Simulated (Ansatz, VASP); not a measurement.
# CaO: VASP beside Ansatz

POSCAR

```
CaO
1.0
    0.0000000000      2.4035556960      2.4035556960
    2.4035556960      0.0000000000      2.4035556960
    2.4035556960      2.4035556960      0.0000000000
Ca O
1 1
Direct
    0.0000000000      0.0000000000      0.0000000000
    0.5000000000      0.5000000000      0.5000000000
```

File INCAR.step1:

```
SYSTEM = CaO
ALGO     = Normal         ! electronic algorithm
EDIFF    = 1E-5           ! SCF threshold, eV
ENCUT    = 520            ! plane-wave cutoff, eV
GGA      = PE             ! functional
ISIF     = 2              ! what is computed and relaxed
ISMEAR   = -1             ! smearing method
LASPH    = .True.         ! aspherical terms in the spheres
LREAL    = .False.        ! projectors in reciprocal space
LWAVE    = .True.         ! write WAVECAR
NBANDS   = 15             ! bands
NELM     = 80             ! most SCF steps
PREC     = Accurate       ! precision mode
SIGMA    = 0.05           ! smearing width, eV
```

File INCAR.step2:

```
SYSTEM = CaO
AEXX     = 0.5            ! exact-exchange fraction
ALGO     = Normal         ! electronic algorithm
EDIFF    = 1E-7           ! SCF threshold, eV
ENCUT    = 520            ! plane-wave cutoff, eV
ISIF     = 2              ! what is computed and relaxed
ISMEAR   = -1             ! smearing method
ISTART   = 1            
LASPH    = .True.         ! aspherical terms in the spheres
LCHARG   = .True.         ! write CHGCAR
LELF     = .True.         ! ELF
LHFCALC  = .True.         ! exact exchange
LMIXTAU  = .True.       
LREAL    = .False.        ! projectors in reciprocal space
LVHAR    = .True.       
LWAVE    = .False.        ! write WAVECAR
METAGGA  = R2SCAN         ! meta-GGA
NBANDS   = 15             ! bands
NELM     = 80             ! most SCF steps
PREC     = Accurate       ! precision mode
PRECFOCK = Normal       
SIGMA    = 0.05           ! smearing width, eV
```

Contents of KPOINTS:

```
k-points
0
Gamma
  5 5 5
  0 0 0
```

Contents of input.yaml:

```yaml
crystal:
  lattice:
    - [0.0, 2.403555696, 2.403555696]
    - [2.403555696, 0.0, 2.403555696]
    - [2.403555696, 2.403555696, 0.0]
  atoms:
    - { symbol: Ca, position: [0.0, 0.0, 0.0] }
    - { symbol: O, position: [0.5, 0.5, 0.5] }
hamiltonian:
  xc: r2scan50
  pseudopotentials: { kind: paw }
kpoints:
  mp_grid: { grid: [5, 5, 5] }
  band_path:
    path:
      - [[0.0, 0.0, 0.0], [0.5, 0.0, 0.5], [0.5, 0.25, 0.75], [0.375, 0.375, 0.75], [0.0, 0.0, 0.0], [0.5, 0.5, 0.5], [0.625, 0.25, 0.625], [0.5, 0.25, 0.75], [0.5, 0.5, 0.5], [0.375, 0.375, 0.75]]
      - [[0.625, 0.25, 0.625], [0.5, 0.0, 0.5]]
    npoints: 4
scf:
  occupations: { method: fermi_dirac, width: 0.05 }
  n_extra_bands: 6
output:
  forces: true
  stress: true
  eigenvalues: true
  fatbands: false
```

Alike in both runs: functional r2SCAN50; k mesh 5 × 5 × 5; occupations fermi-dirac, width 0.05 eV; no spin polarisation.

|  | VASP | Ansatz |
| --- | --- | --- |
| version | VASP 6.6.1 | Ansatz 0.2.0 |
| potentials or method | VASP PAW PBE potentials, release 64 (Ca_sv, O) | Ansatz PAW |
| plane-wave cutoff (eV) | 520 | 500 |
| valence electrons in the cell | 16 | 16 |
| task | single point | band structure |

```tsv
	VASP	Ansatz	Ansatz less VASP
gap on the k mesh at the Fermi level (eV)	8.95	8.93	-0.018
least direct gap on the mesh (eV)	9.41	9.39	-0.013
pressure (GPa)	-2.4	-3.3	-0.88
```

VASP's potentials were made for PBE, not for r2SCAN50.

The k mesh is coarse, so the values compare programs but aren't converged. Noted on Ansatz's run: the k mesh misses the band edges, so the gap on the mesh is wider than the one along the path.
